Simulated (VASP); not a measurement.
# Mn (Fd-3m) in VASP: notebook

The runs below take Mn through single point, with PBEsol.

All numbers are computed with VASP 6.6.1; they aren't measurements. Logs are shortened: lines on timing, memory, paths and dates and some standing lists are left out, and cuts for length are marked.

### Step 1. The cell of the first run

The structure is cubic, space group Fd-3m (No. 227). The conventional cell has a = 5.693 Å, b = 5.693 Å, c = 5.693 Å, α = 90.00°, β = 90.00°, γ = 90.00°. Within 3.3 Å of Mn (site symmetry -43m) lie 4 Mn at 2.46 Å.

This isn't the form of Mn at room conditions, which is a 58-atom cubic cell.

### Step 2. Single point, PBEsol, collinear spin, ferromagnetic start

INCAR reads:

```
PREC = Accurate ; ENCUT = 520
EDIFF = 1E-7 ; ISMEAR = 0
SIGMA = 0.1 ; LREAL = False
LASPH = True ; NELM = 150
ALGO = Normal ; ISIF = 2
LWAVE = False ; LCHARG = False
ISPIN = 2 ; MAGMOM = 3.91 3.91
LORBIT = 11 ; LMAXMIX = 4
GGA = PS ; NBANDS = 24
```

KPOINTS reads:

```
regular mesh
0
Gamma
  12 12 12
```

POSCAR reads:

```
Mn
1.0
    0.0000000000      2.8462517894      2.8462517894
    2.8462517894      0.0000000000      2.8462517894
    2.8462517894      2.8462517894      0.0000000000
Mn
2
Direct
    0.0000000000      0.0000000000      0.0000000000
    0.2500000000      0.2500000000      0.2500000000
```

Potentials or basis: VASP PAW PBE potentials, release 64 (Mn_pv).

Command:

```console
cat potpaw_PBE.64/Mn_pv/POTCAR > POTCAR
mpirun -np 1 vasp_std > vasp.out
```

OUTCAR:

```text
PREC = Accurate
   ENCUT = 520
   EDIFF = 1E-7
   ISMEAR = 0
   LREAL = False
   LASPH = True
   NELM = 150
   ISIF = 2
   ISPIN = 2
   LORBIT = 11
   GGA = PS

 ion  position               nearest neighbor table
   1  0.000  0.000  0.000-   2 2.46   2 2.46   2 2.46   2 2.46
   2  0.250  0.250  0.250-   1 2.46   1 2.46   1 2.46   1 2.46

  LATTYP: Found a face centered cubic cell.
 ALAT       =     5.6925035788

  Lattice vectors:

 A1 = (   0.0000000000,   2.8462517894,   2.8462517894)
 A2 = (   2.8462517894,   0.0000000000,   2.8462517894)
 A3 = (   2.8462517894,   2.8462517894,   0.0000000000)

Analysis of symmetry for initial positions (statically):
=====================================================================
 Subroutine PRICEL returns:
 Original cell was already a primitive cell.

 Routine SETGRP: Setting up the symmetry group for a
 face centered cubic supercell.

 Subroutine GETGRP returns: Found 48 space group operations
 (whereof 24 operations were pure point group operations)
 out of a pool of 48 trial point group operations.

The static configuration has the point symmetry T_d .
 The point group associated with its full space group is O_h .

Analysis of symmetry for dynamics (positions and initial velocities):
=====================================================================
 Subroutine PRICEL returns:
 Original cell was already a primitive cell.

 Routine SETGRP: Setting up the symmetry group for a
 face centered cubic supercell.

 Subroutine GETGRP returns: Found 48 space group operations
 (whereof 24 operations were pure point group operations)
 out of a pool of 48 trial point group operations.

The dynamic configuration has the point symmetry T_d .
 The point group associated with its full space group is O_h .

Analysis of structural, dynamic, and magnetic symmetry:
=====================================================================
 Subroutine PRICEL returns:
 Original cell was already a primitive cell.

 Routine SETGRP: Setting up the symmetry group for a
 face centered cubic supercell.

 Subroutine GETGRP returns: Found 48 space group operations
 (whereof 24 operations were pure point group operations)
 out of a pool of 48 trial point group operations.

The overall configuration has the point symmetry T_d .
 The point group associated with its full space group is O_h .

 Subroutine INISYM returns: Found 48 space group operations
 (whereof 24 operations are pure point group operations),
 and found     1 'primitive' translations

----------------------------------------------------------------------------------------

                                     Primitive cell

  volume of cell :      46.1158

  direct lattice vectors                    reciprocal lattice vectors
     0.000000000  2.846251789  2.846251789    -0.175669630  0.175669630  0.175669630
     2.846251789  0.000000000  2.846251789     0.175669630 -0.175669630  0.175669630
     2.846251789  2.846251789  0.000000000     0.175669630  0.175669630 -0.175669630

  length of vectors
     4.025207882  4.025207882  4.025207882     0.304268725  0.304268725  0.304268725

  position of ions in fractional coordinates (direct lattice)
     0.000000000  0.000000000  0.000000000
     0.250000000  0.250000000  0.250000000

  ion indices of the primitive-cell ions
   primitive index   ion index
                 1           1
                 2           2

----------------------------------------------------------------------------------------

 KPOINTS: regular mesh

Automatic generation of k-mesh.
 Grid dimensions read from file:
 generate k-points for:   12   12   12

 Generating k-lattice:

  Cartesian coordinates                     Fractional coordinates (reciprocal lattice)
    -0.014639136  0.014639136  0.014639136     0.083333333  0.000000000  0.000000000
     0.014639136 -0.014639136  0.014639136     0.000000000  0.083333333  0.000000000
     0.014639136  0.014639136 -0.014639136     0.000000000  0.000000000  0.083333333

  Length of vectors
     0.025355727  0.025355727  0.025355727

  Shift w.r.t. Gamma in fractional coordinates (k-lattice)
     0.000000000  0.000000000  0.000000000

 Subroutine IBZKPT returns following result:
 ===========================================

 Found     72 irreducible k-points:

 Following reciprocal coordinates:
            Coordinates               Weight
  0.000000  0.000000  0.000000      1.000000
  0.083333  0.000000  0.000000      8.000000
  0.166667  0.000000  0.000000      8.000000
  0.250000  0.000000  0.000000      8.000000
  0.333333  0.000000  0.000000      8.000000
  0.416667  0.000000  0.000000      8.000000
[... 16 lines left out ...]
  0.500000  0.166667  0.000000     24.000000
 -0.416667  0.166667  0.000000     24.000000
 [... further k-points ...]
   k-points           NKPTS =     72   k-points in BZ     NKDIM =     72   number of bands    NBANDS=     24
   number of dos      NEDOS =    301   number of ions     NIONS =      2
   total plane-waves  NPLWV =  27000
   dimension x,y,z NGX =    30 NGY =   30 NGZ =   30
   dimension x,y,z NGXF=    60 NGYF=   60 NGZF=   60
   ions per type =               2
   NGX,Y,Z   is equivalent  to a cutoff of  12.39, 12.39, 12.39 a.u.
   NGXF,Y,Z  is equivalent  to a cutoff of  24.78, 24.78, 24.78 a.u.
 SYSTEM =  unknown system
   PREC   = accura    normal or accurate (medium, high low for compatibility)
   ISTART =      0    job   : 0-new  1-cont  2-samecut
   ICHARG =      2    charge: 1-file 2-atom 10-const
   ISPIN  =      2    spin polarized calculation?
   LNONCOLLINEAR =      F non collinear calculations
   LSORBIT =      F    spin-orbit coupling
   LASPH  =      T    aspherical Exc in radial PAW
   ENCUT  =  520.0 eV  38.22 Ry    6.18 a.u.   7.48  7.48  7.48*2*pi/ulx,y,z
   NELM   =    150;   NELMIN=  2; NELMDL= -5     # of ELM steps
   EDIFF  = 0.1E-06   stopping-criterion for ELM
   LREAL  =      F    real-space projection
   EDIFFG = 0.1E-05   stopping-criterion for IOM
   NSW    =      0    number of steps for IOM
   IBRION =     -1    ionic relax: 0-MD 1-quasi-New 2-CG
   NFREE  =      0    steps in history (QN), initial steepest desc. (CG)
   ISIF   =      2    stress and relaxation
   ISYM   =      2    0-nonsym 1-usesym 2-fastsym
   POTIM  = 0.5000    time-step for ionic-motion
   TEBEG  =    0.0;   TEEND  =   0.0 temperature during run
   PSTRESS=    0.0 pullay stress
   NELECT =      26.0000    total number of electrons
   NUPDOWN=      -1.0000    fix difference up-down
   EMIN   =  10.00;   EMAX   =-10.00  energy-range for DOS
   EFERMI =   0.00;   METHOD = LEGACY
   ISMEAR =     0;   SIGMA  =   0.10  broadening in eV -4-tet -1-fermi 0-gaus
   EFERMI_NEDOS =   21; number of points for ismear=-14 and -15
   IALGO  =     38    algorithm
   IMIX   =      4    mixing-type and parameters
     AMIX     =   0.40;   BMIX     =  1.00
     AMIX_MAG =   1.60;   BMIX_MAG =  1.00
  volume/ion in A,a.u.               =      23.06       155.60
  Fermi-wavevector in a.u.,A,eV,Ry     =   1.352434  2.555729 24.886100  1.829077
  Thomas-Fermi vector in A             =   2.479773
   LORBIT       =     11    0 simple, 1 ext, 2 COOP (PROOUT), +10 PAW based schemes
   GGA     = PS    functional components
   LHFCALC =     F    Hartree Fock is set to
   AEXX    =    0.0000 exact exchange contribution
   IVDW    =     0    specifies the selected vdW correction
   LEPSILON=     F    determine dielectric tensor
   LRPA    =     F    only Hartree local field effects (RPA)
 spin polarized calculation
 Gauss-broadening in eV      SIGMA  =   0.10
  energy-cutoff  :      520.00
  volume of cell :       46.12
 maximum number of plane-waves:      1258
 NGX is ok and might be reduce to    30
   NGX = 15   NGY = 15   NGZ = 15

 number of electron      26.0000013 magnetization       7.7485313

 Free energy of the ion-electron system (eV)
  ---------------------------------------------------
  ext. energy  EPLUGINS =         0.00000000
  ---------------------------------------------------
  free energy    TOTEN  =       -14.12064258 eV

  energy without entropy =      -14.10139022  energy(sigma->0) =      -14.11101640

 E-fermi :   3.2326     XC(G=0):  -9.7973

 val. band max:        3.2311329857   @ k =  -0.1667   0.2500   0.0833
 cond. band min:       3.2383078270   @ k =   0.3333   0.0833   0.0000
 fundamental gap:      0.0071748413
 Fermi energy:         3.2325865417

 spin component 1

 k-point     1 :       0.0000    0.0000    0.0000
  band No.  band energies     occupation
      1     -46.2505      1.00000
      2     -46.2505      1.00000
      3     -46.2505      1.00000
      4     -46.0307      1.00000
      5     -46.0307      1.00000
      6     -46.0307      1.00000
[... 16 lines left out ...]
     23      12.7392      0.00000
     24      14.5688      0.00000
[... 598 lines left out ...]
      2     -46.2759      1.00000
      3     -46.2138      1.00000
      4     -46.0701      1.00000
      5     -46.0057      1.00000
      6     -45.9954      1.00000
[... 16 lines left out ...]
     23      15.0052      0.00000
     24      16.7095      0.00000

 [... further k-points ...]

 spin component 2

 k-point     1 :       0.0000    0.0000    0.0000
  band No.  band energies     occupation
      1     -42.4781      1.00000
      2     -42.4781      1.00000
      3     -42.4781      1.00000
      4     -42.2427      1.00000
      5     -42.2427      1.00000
      6     -42.2427      1.00000
[... 16 lines left out ...]
     23      14.2028      0.00000
     24      15.0231      0.00000
[... 598 lines left out ...]
      2     -42.5067      1.00000
      3     -42.4404      1.00000
      4     -42.2839      1.00000
      5     -42.2145      1.00000
      6     -42.2030      1.00000
[... 16 lines left out ...]
     23      16.1007      0.00000
     24      17.9121      0.00000

 [... further k-points ...]

------------------------ aborting loop because EDIFF is reached ----------------------------------------

  FORCE on cell =-STRESS in cart. coord.  units (eV):
  Direction    XX          YY          ZZ          XY          YZ          ZX
  --------------------------------------------------------------------------------------
  -------------------------------------------------------------------------------------
  Total       -0.0041706     -0.0041706     -0.0041706     -0.0000000     -0.0000000     -0.0000000
  in kB       -0.1448983     -0.1448983     -0.1448983     -0.0000000     -0.0000000     -0.0000000
  external PRESSURE =      -0.1448983 kB  Pullay stress =       0.0000000 kB

 VOLUME and BASIS-vectors are now :
 -----------------------------------------------------------------------------
  energy-cutoff  :      520.00
  volume of cell :       46.12
      direct lattice vectors                 reciprocal lattice vectors
     0.000000000  2.846251789  2.846251789    -0.175669630  0.175669630  0.175669630
     2.846251789  0.000000000  2.846251789     0.175669630 -0.175669630  0.175669630
     2.846251789  2.846251789  0.000000000     0.175669630  0.175669630 -0.175669630

 POSITION                                       TOTAL-FORCE (eV/Angst)
 -----------------------------------------------------------------------------------
      0.00000      0.00000      0.00000         0.000000      0.000000      0.000000
      1.42313      1.42313      1.42313        -0.000000     -0.000000     -0.000000
 -----------------------------------------------------------------------------------
    total drift:                                0.000000      0.000000      0.000000

  FREE ENERGIE OF THE ION-ELECTRON SYSTEM (eV)
  ---------------------------------------------------
  free  energy   TOTEN  =       -14.1206425846 eV

  energy  without entropy=      -14.1013902190  energy(sigma->0) =      -14.11101640

 total charge

# of ion       s       p       d       tot
------------------------------------------
    1        0.377   6.133   5.035  11.545
    2        0.377   6.133   5.035  11.545
--------------------------------------------------
tot          0.753  12.267  10.070  23.090

 magnetization (x)

# of ion       s       p       d       tot
------------------------------------------
    1        0.015   0.060   3.604   3.679
    2        0.015   0.060   3.604   3.679
--------------------------------------------------
tot          0.031   0.120   7.207   7.358
```

Run time: 72 s. Hardware: 1 thread of Intel Xeon 6975P-C (Granite Rapids), shared host; peak memory 0.25 GiB.

Results:

* Free energy: -14.1206 eV
* Pressure: 0.0 GPa
* Net moment: 7.75 μB per cell
* Site moments: Mn +3.68 μB
* Valence electrons inside the program's atomic spheres: Mn 11.54

Levels at points of the mesh, in eV from the Fermi level:
Spin up:
```csv
k point,band 15,band 16,band 17,band 18,band 19,band 20
"(0.00, 0.00, 0.00)",-1.66,-0.75,-0.75,8.92,8.92,8.92
"(0.50, 0.00, 0.00)",-1.38,-0.88,-0.88,0.07,6.22,6.22
"(0.50, 0.50, 0.00)",-0.76,-0.76,0.48,0.48,2.94,2.94
```
Spin down:
```
           k point  band 6  band 7  band 8  band 9  band 10  band 11  band 12  band 13
(0.00, 0.00, 0.00)  -45.48   -5.04    0.01    0.01     0.08     0.08     0.08     1.45
(0.50, 0.00, 0.00)  -45.45   -2.23   -1.17   -0.01    -0.01     0.20     0.20     0.27
(0.50, 0.50, 0.00)  -45.43   -1.09   -1.09   -0.33    -0.33     0.30     0.30     1.48
```

Caveat: the PAW data sets were made with another functional, which shifts forces and pressure a little.

### Step 3. Single point, PBEsol, collinear spin, ferromagnetic start

INCAR reads:

```
SYSTEM = Mn
PREC = Accurate
ENCUT = 520
EDIFF = 1E-6
ISMEAR = 0
SIGMA = 0.1
LREAL = .FALSE.
LASPH = .TRUE.
NELM = 150
ALGO = Normal
ISIF = 2
LWAVE = .FALSE.
LCHARG = .FALSE.
ISPIN = 2
MAGMOM = 4.71 4.71
LORBIT = 11
LMAXMIX = 4
GGA = PS
NBANDS = 24
```

KPOINTS reads:

```
regular mesh
0
G
  12 12 12
  0 0 0
```

POSCAR is that of step 2.

Potentials or basis: VASP PAW PBE potentials, release 64 (Mn_pv).

Command:

```console
cat potpaw_PBE.64/Mn_pv/POTCAR > POTCAR
mpirun -np 1 vasp_std > vasp.out
```

Run time: 1.8 min. Hardware: 1 thread of Oxide Virtual Turin-like, shared host; peak memory 0.22 GiB.

The run converged. Its results:

```yaml
Free_energy: -14.1206 eV
Pressure: -0.1 GPa
Net_moment: 7.75 μB per cell
Site_moments: Mn +3.68 μB
Valence_electrons_inside_the_program's_atomic_spheres: Mn 11.54
```

Levels at points of the mesh, in eV from the Fermi level:
Spin up:
| k point | band 14 | band 15 | band 16 | band 17 | band 18 | band 19 | band 20 | band 21 |
| --- | --- | --- | --- | --- | --- | --- | --- | --- |
| (0.00, 0.00, 0.00) | -1.66 | -1.66 | -0.75 | -0.75 | 8.92 | 8.92 | 8.92 | 9.51 |
| (0.50, 0.00, 0.00) | -1.38 | -1.38 | -0.88 | -0.88 | 0.07 | 6.22 | 6.22 | 9.56 |
| (0.50, 0.50, 0.00) | -1.88 | -0.75 | -0.75 | 0.48 | 0.48 | 2.94 | 2.94 | 7.35 |
Spin down:
```csv
k point,band 7,band 8,band 9,band 10,band 11,band 12
"(0.00, 0.00, 0.00)",-5.04,0.01,0.01,0.08,0.08,0.08
"(0.50, 0.00, 0.00)",-2.23,-1.17,-0.01,-0.01,0.20,0.20
"(0.50, 0.50, 0.00)",-1.09,-1.09,-0.33,-0.33,0.30,0.30
```

Caveat: the PAW data sets were made with another functional, which shifts forces and pressure a little.
